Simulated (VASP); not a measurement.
# EuS (Fm-3m) in VASP: single point with PBE

Aim: the single point of EuS with PBE.

Everything below comes from runs of VASP 6.6.1. Logs are shortened: lines on timing, memory, paths and dates and some standing lists are left out, and cuts for length are marked.

## Step 1: The cell of the first run

Symmetry: Fm-3m, No. 225, cubic system. Conventional cell: a = 5.957 Å, b = 5.957 Å, c = 5.957 Å, α = 90.00°, β = 90.00°, γ = 90.00°. Eu (site symmetry m-3m) has 6 S at 2.98 Å within 3.9 Å. S (site symmetry m-3m) has 6 Eu at 2.98 Å within 3.9 Å.

## Step 2: Single point, PBE, collinear spin, ferromagnetic start

INCAR reads:

```
PREC = Accurate ; ENCUT = 600
EDIFF = 1E-6 ; ISMEAR = -1
SIGMA = 0.15 ; LREAL = False
LASPH = True ; NELM = 200
ALGO = Normal ; ISIF = 2
LWAVE = False ; LCHARG = True
ISPIN = 2 ; MAGMOM = 7 0
LORBIT = 11 ; LMAXMIX = 6
GGA = PE ; LELF = True
LVHAR = True ; NBANDS = 22
GGA_COMPAT = False
```

KPOINTS reads:

```
Automatic mesh
0
Gamma
  7 7 7
```

POSCAR reads:

```
EuS
1.0
    0.0000000000      2.9785000000      2.9785000000
    2.9785000000      0.0000000000      2.9785000000
    2.9785000000      2.9785000000      0.0000000000
Eu S
1 1
Direct
    0.0000000000      0.0000000000      0.0000000000
    0.5000000000      0.5000000000      0.5000000000
```

Potentials or basis: VASP PAW PBE potentials, release 64 (Eu, S).

The run is started by

```
$ cat potpaw_PBE.64/Eu/POTCAR potpaw_PBE.64/S/POTCAR > POTCAR
$ mpirun -np 1 vasp_std > vasp.out
```

OUTCAR:

```text
PREC = Accurate
   ENCUT = 600
   EDIFF = 1E-6
   ISMEAR = -1
   LREAL = False
   LASPH = True
   NELM = 200
   ISIF = 2
   ISPIN = 2
   LORBIT = 11
   GGA = PE

 ion  position               nearest neighbor table
   1  0.000  0.000  0.000-   2 2.98   2 2.98   2 2.98   2 2.98   2 2.98   2 2.98
   2  0.500  0.500  0.500-   1 2.98   1 2.98   1 2.98   1 2.98   1 2.98   1 2.98

  LATTYP: Found a face centered cubic cell.
 ALAT       =     5.9570000000

  Lattice vectors:

 A1 = (   0.0000000000,   2.9785000000,   2.9785000000)
 A2 = (   2.9785000000,   0.0000000000,   2.9785000000)
 A3 = (   2.9785000000,   2.9785000000,   0.0000000000)

Analysis of symmetry for initial positions (statically):
=====================================================================
 Subroutine PRICEL returns:
 Original cell was already a primitive cell.

 Routine SETGRP: Setting up the symmetry group for a
 face centered cubic supercell.

 Subroutine GETGRP returns: Found 48 space group operations
 (whereof 48 operations were pure point group operations)
 out of a pool of 48 trial point group operations.

The static configuration has the point symmetry O_h .

Analysis of symmetry for dynamics (positions and initial velocities):
=====================================================================
 Subroutine PRICEL returns:
 Original cell was already a primitive cell.

 Routine SETGRP: Setting up the symmetry group for a
 face centered cubic supercell.

 Subroutine GETGRP returns: Found 48 space group operations
 (whereof 48 operations were pure point group operations)
 out of a pool of 48 trial point group operations.

The dynamic configuration has the point symmetry O_h .

Analysis of structural, dynamic, and magnetic symmetry:
=====================================================================
 Subroutine PRICEL returns:
 Original cell was already a primitive cell.

 Routine SETGRP: Setting up the symmetry group for a
 face centered cubic supercell.

 Subroutine GETGRP returns: Found 48 space group operations
 (whereof 48 operations were pure point group operations)
 out of a pool of 48 trial point group operations.

The overall configuration has the point symmetry O_h .

 Subroutine INISYM returns: Found 48 space group operations
 (whereof 48 operations are pure point group operations),
 and found     1 'primitive' translations

----------------------------------------------------------------------------------------

                                     Primitive cell

  volume of cell :      52.8473

  direct lattice vectors                    reciprocal lattice vectors
     0.000000000  2.978500000  2.978500000    -0.167869733  0.167869733  0.167869733
     2.978500000  0.000000000  2.978500000     0.167869733 -0.167869733  0.167869733
     2.978500000  2.978500000  0.000000000     0.167869733  0.167869733 -0.167869733

  length of vectors
     4.212235096  4.212235096  4.212235096     0.290758907  0.290758907  0.290758907

  position of ions in fractional coordinates (direct lattice)
     0.000000000  0.000000000  0.000000000
     0.500000000  0.500000000  0.500000000

  ion indices of the primitive-cell ions
   primitive index   ion index
                 1           1
                 2           2

----------------------------------------------------------------------------------------

 KPOINTS: Automatic mesh

Automatic generation of k-mesh.
 Grid dimensions read from file:
 generate k-points for:    7    7    7

 Generating k-lattice:

  Cartesian coordinates                     Fractional coordinates (reciprocal lattice)
    -0.023981390  0.023981390  0.023981390     0.142857143  0.000000000  0.000000000
     0.023981390 -0.023981390  0.023981390     0.000000000  0.142857143  0.000000000
     0.023981390  0.023981390 -0.023981390     0.000000000  0.000000000  0.142857143

  Length of vectors
     0.041536987  0.041536987  0.041536987

  Shift w.r.t. Gamma in fractional coordinates (k-lattice)
     0.000000000  0.000000000  0.000000000

 Subroutine IBZKPT returns following result:
 ===========================================

 Found     20 irreducible k-points:

 Following reciprocal coordinates:
            Coordinates               Weight
  0.000000  0.000000  0.000000      1.000000
  0.142857  0.000000  0.000000      8.000000
  0.285714  0.000000  0.000000      8.000000
  0.428571  0.000000  0.000000      8.000000
  0.142857  0.142857  0.000000      6.000000
  0.285714  0.142857  0.000000     24.000000
[... 12 lines left out ...]
 -0.428571  0.428571  0.142857     24.000000
 -0.285714  0.428571  0.142857     24.000000
   k-points           NKPTS =     20   k-points in BZ     NKDIM =     20   number of bands    NBANDS=     22
   number of dos      NEDOS =    301   number of ions     NIONS =      2
   total plane-waves  NPLWV =  46656
   dimension x,y,z NGX =    36 NGY =   36 NGZ =   36
   dimension x,y,z NGXF=    72 NGYF=   72 NGZF=   72
   ions per type =               1   1
   NGX,Y,Z   is equivalent  to a cutoff of  14.21, 14.21, 14.21 a.u.
   NGXF,Y,Z  is equivalent  to a cutoff of  28.42, 28.42, 28.42 a.u.
 SYSTEM =  unknown system
   PREC   = accura    normal or accurate (medium, high low for compatibility)
   ISTART =      0    job   : 0-new  1-cont  2-samecut
   ICHARG =      2    charge: 1-file 2-atom 10-const
   ISPIN  =      2    spin polarized calculation?
   LNONCOLLINEAR =      F non collinear calculations
   LSORBIT =      F    spin-orbit coupling
   LASPH  =      T    aspherical Exc in radial PAW
   ENCUT  =  600.0 eV  44.10 Ry    6.64 a.u.   8.41  8.41  8.41*2*pi/ulx,y,z
   NELM   =    200;   NELMIN=  2; NELMDL= -5     # of ELM steps
   EDIFF  = 0.1E-05   stopping-criterion for ELM
   LREAL  =      F    real-space projection
   EDIFFG = 0.1E-04   stopping-criterion for IOM
   NSW    =      0    number of steps for IOM
   IBRION =     -1    ionic relax: 0-MD 1-quasi-New 2-CG
   NFREE  =      0    steps in history (QN), initial steepest desc. (CG)
   ISIF   =      2    stress and relaxation
   ISYM   =      2    0-nonsym 1-usesym 2-fastsym
   POTIM  = 0.5000    time-step for ionic-motion
   TEBEG  =    0.0;   TEEND  =   0.0 temperature during run
   PSTRESS=    0.0 pullay stress
   NELECT =      23.0000    total number of electrons
   NUPDOWN=      -1.0000    fix difference up-down
   EMIN   =  10.00;   EMAX   =-10.00  energy-range for DOS
   EFERMI =   0.00;   METHOD = LEGACY
   ISMEAR =    -1;   SIGMA  =   0.15  broadening in eV -4-tet -1-fermi 0-gaus
   EFERMI_NEDOS =   21; number of points for ismear=-14 and -15
   IALGO  =     38    algorithm
   IMIX   =      4    mixing-type and parameters
     AMIX     =   0.40;   BMIX     =  1.00
     AMIX_MAG =   1.60;   BMIX_MAG =  1.00
  volume/ion in A,a.u.               =      26.42       178.32
  Fermi-wavevector in a.u.,A,eV,Ry     =   1.240633  2.344456 20.941667  1.539169
  Thomas-Fermi vector in A             =   2.375065
   LORBIT       =     11    0 simple, 1 ext, 2 COOP (PROOUT), +10 PAW based schemes
   GGA     = PE    functional components
   LHFCALC =     F    Hartree Fock is set to
   AEXX    =    0.0000 exact exchange contribution
   IVDW    =     0    specifies the selected vdW correction
   LEPSILON=     F    determine dielectric tensor
   LRPA    =     F    only Hartree local field effects (RPA)
 spin polarized calculation
  energy-cutoff  :      600.00
  volume of cell :       52.85
 maximum number of plane-waves:      1807
 NGX is ok and might be reduce to    36
   NGX = 17   NGY = 17   NGZ = 17

 number of electron      22.9999997 magnetization       6.9319668

 Free energy of the ion-electron system (eV)
  ---------------------------------------------------
  ext. energy  EPLUGINS =         0.00000000
  ---------------------------------------------------
  free energy    TOTEN  =       -19.95551270 eV

  energy without entropy =      -19.83723468  energy(sigma->0) =      -19.89637369

 E-fermi :   4.4440     XC(G=0):  -9.6477

 val. band max:        4.3391245337   @ k =  -0.4286   0.4286   0.0000
 cond. band min:       4.4952892331   @ k =   0.4286   0.2857   0.0000
 fundamental gap:      0.1561646995
 Fermi energy:         4.4439793516

 spin component 1

 k-point     1 :       0.0000    0.0000    0.0000
  band No.  band energies     occupation
      1     -37.3181      1.00000
      2     -16.0083      1.00000
      3     -16.0083      1.00000
      4     -16.0083      1.00000
      5      -9.1778      1.00000
      6       1.5108      1.00000
[... 14 lines left out ...]
     21       6.2100      0.00001
     22      11.6676      0.00000

 k-point     2 :       0.1429    0.0000    0.0000
  band No.  band energies     occupation
      1     -37.3157      1.00000
      2     -16.0728      1.00000
      3     -16.0129      1.00000
      4     -16.0129      1.00000
      5      -9.0268      1.00000
      6       0.8316      1.00000
[... 14 lines left out ...]
     21       6.9316      0.00000
     22      12.4164      0.00000

 k-point     3 :       0.2857    0.0000    0.0000
  band No.  band energies     occupation
      1     -37.3103      1.00000
      2     -16.2114      1.00000
      3     -16.0234      1.00000
      4     -16.0234      1.00000
      5      -8.6793      1.00000
      6      -0.2763      1.00000
[... 14 lines left out ...]
     21       8.5061      0.00000
     22      12.4769      0.00000
[... 376 lines left out ...]
 k-point    19 :      -0.4286    0.4286    0.1429
  band No.  band energies     occupation
      1     -37.3020      1.00000
      2     -16.2188      1.00000
      3     -16.1212      1.00000
      4     -16.1011      1.00000
      5      -8.6619      1.00000
      6       0.1047      1.00000
[... 14 lines left out ...]
     21       9.1818      0.00000
     22      11.5562      0.00000

 k-point    20 :      -0.2857    0.4286    0.1429
  band No.  band energies     occupation
      1     -37.3016      1.00000
      2     -16.1846      1.00000
      3     -16.1790      1.00000
      4     -16.0942      1.00000
      5      -8.5918      1.00000
      6       0.0366      1.00000
[... 14 lines left out ...]
     21      10.8512      0.00000
     22      12.2015      0.00000
 Fermi energy:         4.4439793516

 spin component 2

 k-point     1 :       0.0000    0.0000    0.0000
  band No.  band energies     occupation
      1     -34.2492      1.00000
      2     -13.7676      1.00000
      3     -13.7676      1.00000
      4     -13.7676      1.00000
      5      -9.1724      1.00000
      6       1.6734      1.00000
[... 14 lines left out ...]
     21       8.8647      0.00000
     22      12.7540      0.00000

 k-point     2 :       0.1429    0.0000    0.0000
  band No.  band energies     occupation
      1     -34.2457      1.00000
      2     -13.8719      1.00000
      3     -13.7731      1.00000
      4     -13.7731      1.00000
      5      -8.9919      1.00000
      6       1.0100      1.00000
[... 14 lines left out ...]
     21       8.9355      0.00000
     22      13.4451      0.00000

 k-point     3 :       0.2857    0.0000    0.0000
  band No.  band energies     occupation
      1     -34.2382      1.00000
      2     -14.0858      1.00000
      3     -13.7854      1.00000
      4     -13.7854      1.00000
      5      -8.5940      1.00000
      6      -0.0666      1.00000
[... 14 lines left out ...]
     21       9.5815      0.00000
     22      13.4981      0.00000
[... 376 lines left out ...]
 k-point    19 :      -0.4286    0.4286    0.1429
  band No.  band energies     occupation
      1     -34.2266      1.00000
      2     -14.0609      1.00000
      3     -13.9189      1.00000
      4     -13.8996      1.00000
      5      -8.6605      1.00000
      6       0.3433      1.00000
[... 14 lines left out ...]
     21      10.0492      0.00000
     22      12.4245      0.00000

 k-point    20 :      -0.2857    0.4286    0.1429
  band No.  band energies     occupation
      1     -34.2260      1.00000
      2     -14.0252      1.00000
      3     -13.9968      1.00000
      4     -13.8872      1.00000
      5      -8.5733      1.00000
      6       0.2191      1.00000
[... 14 lines left out ...]
     21      11.6614      0.00000
     22      13.1285      0.00000

------------------------ aborting loop because EDIFF is reached ----------------------------------------

  FORCE on cell =-STRESS in cart. coord.  units (eV):
  Direction    XX          YY          ZZ          XY          YZ          ZX
  --------------------------------------------------------------------------------------
  -------------------------------------------------------------------------------------
  Total       -0.9642659     -0.9642659     -0.9642659      0.0000000      0.0000000     -0.0000000
  in kB      -29.2337532    -29.2337532    -29.2337532      0.0000000      0.0000000     -0.0000000
  external PRESSURE =     -29.2337532 kB  Pullay stress =       0.0000000 kB

 VOLUME and BASIS-vectors are now :
 -----------------------------------------------------------------------------
  energy-cutoff  :      600.00
  volume of cell :       52.85
      direct lattice vectors                 reciprocal lattice vectors
     0.000000000  2.978500000  2.978500000    -0.167869733  0.167869733  0.167869733
     2.978500000  0.000000000  2.978500000     0.167869733 -0.167869733  0.167869733
     2.978500000  2.978500000  0.000000000     0.167869733  0.167869733 -0.167869733

 POSITION                                       TOTAL-FORCE (eV/Angst)
 -----------------------------------------------------------------------------------
      0.00000      0.00000      0.00000         0.000000      0.000000      0.000000
      2.97850      2.97850      2.97850        -0.000000     -0.000000     -0.000000
 -----------------------------------------------------------------------------------
    total drift:                                0.000000      0.000000      0.000000

  FREE ENERGIE OF THE ION-ELECTRON SYSTEM (eV)
  ---------------------------------------------------
  free  energy   TOTEN  =       -19.9555127018 eV

  energy  without entropy=      -19.8372346798  energy(sigma->0) =      -19.89637369

 total charge

# of ion       s       p       d       f       tot
--------------------------------------------------
    1        2.027   5.753   0.317   6.628  14.726
    2        1.316   2.429   0.000   0.000   3.744
--------------------------------------------------
tot          3.343   8.182   0.317   6.628  18.470

 magnetization (x)

# of ion       s       p       d       f       tot
--------------------------------------------------
    1       -0.015  -0.113   0.090   6.597   6.559
    2       -0.006  -0.061   0.000   0.000  -0.067
--------------------------------------------------
tot         -0.021  -0.174   0.090   6.597   6.492
```

Run time: 3.7 min. Hardware: 1 thread of Intel Xeon 8259CL, shared host; peak memory 0.27 GiB.

Results:

- Free energy: -19.9555 eV
- Pressure: -2.9 GPa
- Net moment: 6.93 μB per cell
- Site moments: Eu +6.56; S -0.07 μB
- Valence electrons inside the program's atomic spheres: Eu 14.73; S 3.74

Caveat: spin-orbit coupling is left out, which moves the levels of the heavy elements; a cell with one magnetic atom can't hold antiferromagnetic order, which such compounds often take; semilocal functionals describe open f shells poorly, which spoils levels, moments and volumes. The state reached can hang on the start; a lower one may exist.
